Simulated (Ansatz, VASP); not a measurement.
# Ti: VASP beside Ansatz

```
Ti
1.0
     0.00000    2.11120    2.19240
     2.11120    0.00000    2.19240
     2.11120    2.11120    0.00000
Ti
1
Cartesian
  0.0000 0.0000 0.0000
```

Change from the starting cell: strain +0.040 along x and y, +0.080 along z, atoms carried along.

Alike in both runs: task single point; functional r2SCAN; k mesh 20 × 20 × 20; occupations gaussian, width 0.15 eV; no spin polarisation.

|  | VASP | Ansatz |
| --- | --- | --- |
| version | VASP 6.6.1 | Ansatz 0.2.0 |
| potentials or method | VASP PAW PBE potentials, release 64 (Ti_sv), cutoff 520 eV | scalar-relativistic, plane waves, PAW |
| valence electrons in the cell | 12 | 12 |

|  | VASP | Ansatz | Ansatz less VASP |
| --- | --- | --- | --- |
| gap on the k mesh at the Fermi level (eV) | none | none | - |
| pressure (GPa) | -10.5 | -10.8 | -0.29 |
| traceless stress, the component that is largest in VASP (GPa) | -0.90 | -0.89 | +0.001 |

VASP's potentials were made for PBE, not for r2SCAN. A gap of «none» marks a metal or a gap that the smearing closes. With one functional, cell and mesh, what is left measures potentials, basis and numerics.
